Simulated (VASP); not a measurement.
# Si3Br (Pm-3m) in VASP: notebook

Si3Br is run at these levels: PBE; tasks: relaxation of cell and atoms, single point.

All numbers are computed with VASP 6.6.1; they aren't measurements. Logs are shortened: lines on timing, memory, paths and dates and some standing lists are left out, and cuts for length are marked.

**1. The cell of the first run**

The structure is cubic, space group Pm-3m (No. 221). Conventional cell: a = 4.112 Å, b = 4.112 Å, c = 4.112 Å, α = 90.00°, β = 90.00°, γ = 90.00°. Within 3.8 Å of Si (site symmetry 4/mmm) lie 8 Si at 2.91 Å and 4 Br at 2.91 Å. Br (site symmetry m-3m) has 12 Si at 2.91 Å within 3.8 Å.

**2. Relaxation of cell and atoms, PBE**

INCAR reads:

```
SYSTEM = Si3Br
PREC     = Accurate       ! precision mode
ENCUT    = 600            ! plane-wave cutoff, eV
EDIFF    = 1E-6           ! SCF threshold, eV
ISMEAR   = 0              ! smearing method
SIGMA    = 0.1            ! smearing width, eV
LREAL    = .FALSE.        ! projectors in reciprocal space
LASPH    = .TRUE.         ! aspherical terms in the spheres
NELM     = 80             ! most SCF steps
ALGO     = Normal         ! electronic algorithm
ISIF     = 3              ! what is computed and relaxed
LWAVE    = .FALSE.        ! write WAVECAR
LCHARG   = .FALSE.        ! write CHGCAR
GGA      = PE             ! functional
IBRION   = 2              ! ionic algorithm
NSW      = 90             ! ionic steps
EDIFFG   = -0.04          ! ionic threshold
```

KPOINTS reads:

```
regular mesh
0
G
  4 4 4
  0 0 0
```

POSCAR reads:

```
Si3Br
1.0
    4.1115135700      0.0000000000      0.0000000000
    0.0000000000      4.1115135700      0.0000000000
    0.0000000000      0.0000000000      4.1115135700
Si Br
3 1
Direct
    0.0000000000      0.5000000000      0.5000000000
    0.5000000000      0.0000000000      0.5000000000
    0.5000000000      0.5000000000      0.0000000000
    0.0000000000      0.0000000000      0.0000000000
```

Potentials or basis: VASP PAW PBE potentials, release 64 (Si, Br).

On the command line:

```sh
cat potpaw_PBE.64/Si/POTCAR potpaw_PBE.64/Br/POTCAR > POTCAR
mpirun -np 1 vasp_std > vasp.out
```

OUTCAR:

```text
SYSTEM = Si3Br
   PREC = Accurate
   ENCUT = 600
   EDIFF = 1E-6
   ISMEAR = 0
   LREAL = .FALSE.
   LASPH = .TRUE.
   NELM = 80
   ISIF = 3
   GGA = PE
   IBRION = 2
   NSW = 90
   EDIFFG = -0.04

 ion  position               nearest neighbor table
   1  0.000  0.500  0.500-   2 2.91   3 2.91   4 2.91   3 2.91   4 2.91   2 2.91   4 2.91   4 2.91
                             2 2.91   3 2.91   3 2.91   2 2.91
   2  0.500  0.000  0.500-   1 2.91   3 2.91   4 2.91   3 2.91   4 2.91   1 2.91   3 2.91   3 2.91
                             1 2.91   4 2.91   4 2.91   1 2.91
   3  0.500  0.500  0.000-   1 2.91   2 2.91   4 2.91   1 2.91   2 2.91   2 2.91   4 2.91   2 2.91
                             1 2.91   4 2.91   1 2.91   4 2.91
   4  0.000  0.000  0.000-   1 2.91   2 2.91   3 2.91   1 2.91   2 2.91   1 2.91   3 2.91   1 2.91
                             2 2.91   3 2.91   2 2.91   3 2.91

  LATTYP: Found a simple cubic cell.
 ALAT       =     4.1115135700

  Lattice vectors:

 A1 = (   4.1115135700,   0.0000000000,   0.0000000000)
 A2 = (   0.0000000000,   4.1115135700,   0.0000000000)
 A3 = (   0.0000000000,   0.0000000000,   4.1115135700)

Analysis of symmetry for initial positions (statically):
=====================================================================
 Subroutine PRICEL returns:
 Original cell was already a primitive cell.

 Routine SETGRP: Setting up the symmetry group for a
 simple cubic supercell.

 Subroutine GETGRP returns: Found 48 space group operations
[... 9 lines left out ...]

 Routine SETGRP: Setting up the symmetry group for a
 simple cubic supercell.

 Subroutine GETGRP returns: Found 48 space group operations
[... 11 lines left out ...]
                                     Primitive cell

  volume of cell :      69.5033

  direct lattice vectors                    reciprocal lattice vectors
     4.111513570  0.000000000  0.000000000     0.243219433  0.000000000  0.000000000
     0.000000000  4.111513570  0.000000000     0.000000000  0.243219433  0.000000000
     0.000000000  0.000000000  4.111513570     0.000000000  0.000000000  0.243219433

  length of vectors
     4.111513570  4.111513570  4.111513570     0.243219433  0.243219433  0.243219433

  position of ions in fractional coordinates (direct lattice)
     0.000000000  0.500000000  0.500000000
     0.500000000  0.000000000  0.500000000
     0.500000000  0.500000000  0.000000000
     0.000000000  0.000000000  0.000000000

  ion indices of the primitive-cell ions
   primitive index   ion index
                 1           1
                 2           2
                 3           3
                 4           4

----------------------------------------------------------------------------------------

 KPOINTS: regular mesh

Automatic generation of k-mesh.
 Grid dimensions read from file:
 generate k-points for:    4    4    4

 Generating k-lattice:

  Cartesian coordinates                     Fractional coordinates (reciprocal lattice)
     0.060804858  0.000000000  0.000000000     0.250000000  0.000000000  0.000000000
     0.000000000  0.060804858  0.000000000     0.000000000  0.250000000  0.000000000
     0.000000000  0.000000000  0.060804858     0.000000000  0.000000000  0.250000000

  Length of vectors
     0.060804858  0.060804858  0.060804858

  Shift w.r.t. Gamma in fractional coordinates (k-lattice)
     0.000000000  0.000000000  0.000000000

 Subroutine IBZKPT returns following result:
 ===========================================

 Found     10 irreducible k-points:

 Following reciprocal coordinates:
            Coordinates               Weight
  0.000000  0.000000  0.000000      1.000000
  0.250000  0.000000  0.000000      6.000000
  0.500000  0.000000  0.000000      3.000000
  0.250000  0.250000  0.000000     12.000000
  0.500000  0.250000  0.000000     12.000000
  0.500000  0.500000  0.000000      3.000000
  0.250000  0.250000  0.250000      8.000000
  0.500000  0.250000  0.250000     12.000000
  0.500000  0.500000  0.250000      6.000000
  0.500000  0.500000  0.500000      1.000000
   k-points           NKPTS =     10   k-points in BZ     NKDIM =     10   number of bands    NBANDS=     13
   number of dos      NEDOS =    301   number of ions     NIONS =      4
   total plane-waves  NPLWV =  46656
   dimension x,y,z NGX =    36 NGY =   36 NGZ =   36
   dimension x,y,z NGXF=    72 NGYF=   72 NGZF=   72
   ions per type =               3   1
   NGX,Y,Z   is equivalent  to a cutoff of  14.56, 14.56, 14.56 a.u.
   NGXF,Y,Z  is equivalent  to a cutoff of  29.11, 29.11, 29.11 a.u.
 SYSTEM =  Si3Br
   PREC   = accura    normal or accurate (medium, high low for compatibility)
   ISTART =      0    job   : 0-new  1-cont  2-samecut
   ICHARG =      2    charge: 1-file 2-atom 10-const
   ISPIN  =      1    spin polarized calculation?
   LNONCOLLINEAR =      F non collinear calculations
   LSORBIT =      F    spin-orbit coupling
   LASPH  =      T    aspherical Exc in radial PAW
   ENCUT  =  600.0 eV  44.10 Ry    6.64 a.u.   8.21  8.21  8.21*2*pi/ulx,y,z
   NELM   =     80;   NELMIN=  2; NELMDL= -5     # of ELM steps
   EDIFF  = 0.1E-05   stopping-criterion for ELM
   LREAL  =      F    real-space projection
   EDIFFG = -.4E-01   stopping-criterion for IOM
   NSW    =     90    number of steps for IOM
   IBRION =      2    ionic relax: 0-MD 1-quasi-New 2-CG
   NFREE  =      1    steps in history (QN), initial steepest desc. (CG)
   ISIF   =      3    stress and relaxation
   ISYM   =      2    0-nonsym 1-usesym 2-fastsym
   POTIM  = 0.5000    time-step for ionic-motion
   TEBEG  =    0.0;   TEEND  =   0.0 temperature during run
   PSTRESS=    0.0 pullay stress
   NELECT =      19.0000    total number of electrons
   NUPDOWN=      -1.0000    fix difference up-down
   EMIN   =  10.00;   EMAX   =-10.00  energy-range for DOS
   EFERMI =   0.00;   METHOD = LEGACY
   ISMEAR =     0;   SIGMA  =   0.10  broadening in eV -4-tet -1-fermi 0-gaus
   EFERMI_NEDOS =   21; number of points for ismear=-14 and -15
   IALGO  =     38    algorithm
   IMIX   =      4    mixing-type and parameters
     AMIX     =   0.40;   BMIX     =  1.00
     AMIX_MAG =   1.60;   BMIX_MAG =  1.00
  volume/ion in A,a.u.               =      17.38       117.26
  Fermi-wavevector in a.u.,A,eV,Ry     =   1.062489  2.007812 15.359374  1.128882
  Thomas-Fermi vector in A             =   2.197941
   LORBIT       =      0    0 simple, 1 ext, 2 COOP (PROOUT), +10 PAW based schemes
   GGA     = PE    functional components
   LHFCALC =     F    Hartree Fock is set to
   AEXX    =    0.0000 exact exchange contribution
   IVDW    =     0    specifies the selected vdW correction
   LEPSILON=     F    determine dielectric tensor
   LRPA    =     F    only Hartree local field effects (RPA)
 conjugate gradient relaxation of ions
 non-spin polarized calculation
 Gauss-broadening in eV      SIGMA  =   0.10
  energy-cutoff  :      600.00
  volume of cell :       69.50
 maximum number of plane-waves:      2360
 NGX is ok and might be reduce to    36
   NGX = 17   NGY = 17   NGZ = 17

--------------------------------------- Ionic step        1  -------------------------------------------

 number of electron      19.0000000 magnetization

 Free energy of the ion-electron system (eV)
  ---------------------------------------------------
  ext. energy  EPLUGINS =         0.00000000
  ---------------------------------------------------
  free energy    TOTEN  =       -14.02746924 eV

  energy without entropy =      -14.00737291  energy(sigma->0) =      -14.01742108

------------------------ aborting loop because EDIFF is reached ----------------------------------------

  FORCE on cell =-STRESS in cart. coord.  units (eV):
  Direction    XX          YY          ZZ          XY          YZ          ZX
  --------------------------------------------------------------------------------------
  -------------------------------------------------------------------------------------
  Total        2.6959998      2.6959998      2.6959998     -0.0000000     -0.0000000      0.0000000
  in kB       62.1477271     62.1477271     62.1477271     -0.0000000     -0.0000000      0.0000000
  external PRESSURE =      62.1477271 kB  Pullay stress =       0.0000000 kB

 VOLUME and BASIS-vectors are now :
 -----------------------------------------------------------------------------
  energy-cutoff  :      600.00
  volume of cell :       69.50
      direct lattice vectors                 reciprocal lattice vectors
     4.111513570  0.000000000  0.000000000     0.243219433  0.000000000  0.000000000
     0.000000000  4.111513570  0.000000000     0.000000000  0.243219433  0.000000000
     0.000000000  0.000000000  4.111513570     0.000000000  0.000000000  0.243219433

 POSITION                                       TOTAL-FORCE (eV/Angst)
 -----------------------------------------------------------------------------------
      0.00000      2.05576      2.05576         0.000000      0.000000      0.000000
      2.05576      0.00000      2.05576         0.000000      0.000000      0.000000
      2.05576      2.05576      0.00000         0.000000      0.000000      0.000000
      0.00000      0.00000      0.00000         0.000000      0.000000      0.000000
 -----------------------------------------------------------------------------------
    total drift:                               -0.000000     -0.000000      0.000000

  FREE ENERGIE OF THE ION-ELECTRON SYSTEM (eV)
  ---------------------------------------------------
  free  energy   TOTEN  =       -14.0274692394 eV

  energy  without entropy=      -14.0073729130  energy(sigma->0) =      -14.01742108

--------------------------------------- Ionic step        2  -------------------------------------------

 number of electron      18.9999999 magnetization

 Free energy of the ion-electron system (eV)
  ---------------------------------------------------
  ext. energy  EPLUGINS =         0.00000000
  ---------------------------------------------------
  free energy    TOTEN  =       -14.15893566 eV

  energy without entropy =      -14.15207341  energy(sigma->0) =      -14.15550454

 E-fermi :   6.9789     XC(G=0): -10.2831

 val. band max:        6.9092493895   @ k =   0.5000   0.2500   0.0000
 cond. band min:       7.2743657278   @ k =   0.2500   0.2500   0.2500
 fundamental gap:      0.3651163383
 Fermi energy:         6.9789459025

 k-point     1 :       0.0000    0.0000    0.0000
  band No.  band energies     occupation
      1     -10.0538      2.00000
      2      -2.7784      2.00000
      3       1.0903      2.00000
      4       1.0903      2.00000
      5       1.0903      2.00000
      6       2.2521      2.00000
      7       2.2521      2.00000
      8       6.5599      2.00000
      9       6.5599      2.00000
     10       6.5599      2.00000
     11       9.3037      0.00000
     12       9.3037      0.00000
     13       9.3037      0.00000

 k-point     2 :       0.2500    0.0000    0.0000
  band No.  band energies     occupation
      1      -9.9273      2.00000
      2      -3.1228      2.00000
      3      -0.1052      2.00000
      4       1.4066      2.00000
      5       1.4066      2.00000
      6       2.5817      2.00000
      7       3.9811      2.00000
      8       5.7371      2.00000
      9       5.7371      2.00000
     10       6.2955      2.00000
     11       7.4746      0.00000
[... 115 lines left out ...]
 k-point    10 :       0.5000    0.5000    0.5000
  band No.  band energies     occupation
      1      -9.4529      2.00000
      2      -0.0644      2.00000
      3      -0.0644      2.00000
      4      -0.0644      2.00000
      5      -0.0527      2.00000
      6      -0.0527      2.00000
      7      -0.0527      2.00000
      8       1.7287      2.00000
      9       8.6999      0.00000
     10       8.6999      0.00000
     11       8.6999      0.00000
     12      13.1349      0.00000
     13      13.1358      0.00000

------------------------ aborting loop because EDIFF is reached ----------------------------------------

  FORCE on cell =-STRESS in cart. coord.  units (eV):
  Direction    XX          YY          ZZ          XY          YZ          ZX
  --------------------------------------------------------------------------------------
  -------------------------------------------------------------------------------------
  Total       -0.0014339     -0.0014339     -0.0014339     -0.0000000     -0.0000000      0.0000000
  in kB       -0.0300294     -0.0300294     -0.0300294     -0.0000000     -0.0000000      0.0000000
  external PRESSURE =      -0.0300294 kB  Pullay stress =       0.0000000 kB

 VOLUME and BASIS-vectors are now :
 -----------------------------------------------------------------------------
  energy-cutoff  :      600.00
  volume of cell :       76.51
      direct lattice vectors                 reciprocal lattice vectors
     4.245201679 -0.000000000  0.000000000     0.235560069  0.000000000  0.000000000
    -0.000000000  4.245201679  0.000000000     0.000000000  0.235560069  0.000000000
    -0.000000000 -0.000000000  4.245201679    -0.000000000 -0.000000000  0.235560069

 POSITION                                       TOTAL-FORCE (eV/Angst)
 -----------------------------------------------------------------------------------
     -0.00000      2.12260      2.12260         0.000000     -0.000000      0.000000
      2.12260     -0.00000      2.12260         0.000000      0.000000      0.000000
      2.12260      2.12260      0.00000        -0.000000     -0.000000      0.000000
      0.00000      0.00000      0.00000        -0.000000     -0.000000      0.000000
 -----------------------------------------------------------------------------------
    total drift:                               -0.000000      0.000000      0.000000

  FREE ENERGIE OF THE ION-ELECTRON SYSTEM (eV)
  ---------------------------------------------------
  free  energy   TOTEN  =       -14.1589356632 eV

  energy  without entropy=      -14.1520734134  energy(sigma->0) =      -14.15550454

 reached required accuracy - stopping structural energy minimisation
```

It took 21 s on 1 thread of Intel Xeon Platinum 8488C (Sapphire Rapids), shared host; peak memory 0.2 GiB.

What came out:

- Free energy: -14.1589 eV
- Relaxed volume: 19.13 Å³/atom
- Relaxed cell: a = 4.245 Å, b = 4.245 Å, c = 4.245 Å, α = 90.00°, β = 90.00°, γ = 90.00°
- Space group after relaxing (to 0.05 Å): Pm-3m (No. 221)
- Energy gained by relaxing: 32.9 meV/atom
- Ionic steps: 2
- Pressure after relaxing: 0.0 GPa

The path:
| step | energy change (eV) | largest force (eV/Å) | pressure (GPa) | volume (Å³) |
| --- | --- | --- | --- | --- |
| 1 | 0.0000 | 0.0000 | 6.21 | 69.50 |
| 2 | -0.1315 | 0.0000 | 0.00 | 76.51 |

Final structure:
```yaml
crystal:
  lattice:
    - [4.24520, 0.00000, 0.00000]
    - [0.00000, 4.24520, 0.00000]
    - [0.00000, 0.00000, 4.24520]
  atoms:
    - { symbol: Si, position: [0.00000, 0.50000, 0.50000] }
    - { symbol: Si, position: [0.50000, 0.00000, 0.50000] }
    - { symbol: Si, position: [0.50000, 0.50000, 0.00000] }
    - { symbol: Br, position: [0.00000, 0.00000, 0.00000] }
```

Caveat: the k points lie up to 0.37 Å⁻¹ apart in the final cell; an odd number of electrons without spin polarisation forces a metal; a magnetic or distorted state may lie lower.

(Continued in part 2 of 2.)
